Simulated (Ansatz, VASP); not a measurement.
# Two plane-wave programs on KF

```
K F
1.0
     0.11443    2.70726    2.70726
     2.70726    0.11443    2.70726
     2.70726    2.70726    0.11443
K F
1 1
Direct
  0.00000 0.00000 0.00000
  0.50000 0.50000 0.50000
```

Alike in both runs: task single point; functional LDA; k mesh 8 × 8 × 8; occupations gaussian, width 0.05 eV; no spin polarisation.

|  | VASP | Ansatz |
| --- | --- | --- |
| version | VASP 6.6.1 | Ansatz 0.2.0 |
| potentials or method | VASP PAW LDA potentials, release 64 (K_sv, F), cutoff 520 eV | scalar-relativistic, plane waves, PAW |
| valence electrons in the cell | 16 | 16 |

VASP gave:

| Item | Value |
| --- | --- |
| gap on the k mesh at the Fermi level (eV) | 5.88 |
| least direct gap on the mesh (eV) | 5.88 |
| pressure (GPa) | -2.7 |
| traceless stress, the component that is largest in VASP (GPa) | -0.71 |

Task: What did Ansatz give for the same quantities?

Result: gap on the k mesh at the Fermi level (eV): 5.90; least direct gap on the mesh (eV): 5.90; pressure (GPa): -2.9; traceless stress, the component that is largest in VASP (GPa): -0.73.

LDA's correlation is that of Perdew and Zunger in VASP and of Perdew and Wang (1992) in Ansatz.
